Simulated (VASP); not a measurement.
Input of a VASP 6.6.1 run:

INCAR

```
SYSTEM = Bi
PREC = Accurate
ENCUT = 520
EDIFF = 1E-6
ISMEAR = -1
SIGMA = 0.06122561905347299
LREAL = .False.
LASPH = .True.
NELM = 80
ALGO = Normal
ISIF = 2
LWAVE = .False.
LCHARG = .False.
GGA = PE
NBANDS = 14
```

File KPOINTS:

```
regular mesh
0
Gamma
  38 38 38
  0 0 0
```

The input POSCAR:

```
Bi
1.0
   -1.9659979392      1.9659979392      1.9659979392
    1.9659979392     -1.9659979392      1.9659979392
    1.9659979392      1.9659979392     -1.9659979392
Bi
1
Direct
    0.0000000000      0.0000000000      0.0000000000
```

Potentials or basis: VASP PAW PBE potentials, release 64 (Bi_d).

Launch:

```bash
$ cat potpaw_PBE.64/Bi_d/POTCAR > POTCAR
$ mpirun -np 1 vasp_std > vasp.out
```

Predict the pressure.

2.2 GPa.

Estimate the band gap on the k mesh.

zero (an odd number of electrons rules out a gap without spin polarisation).

Caveat: spin-orbit coupling is left out, which moves the levels of the heavy elements.
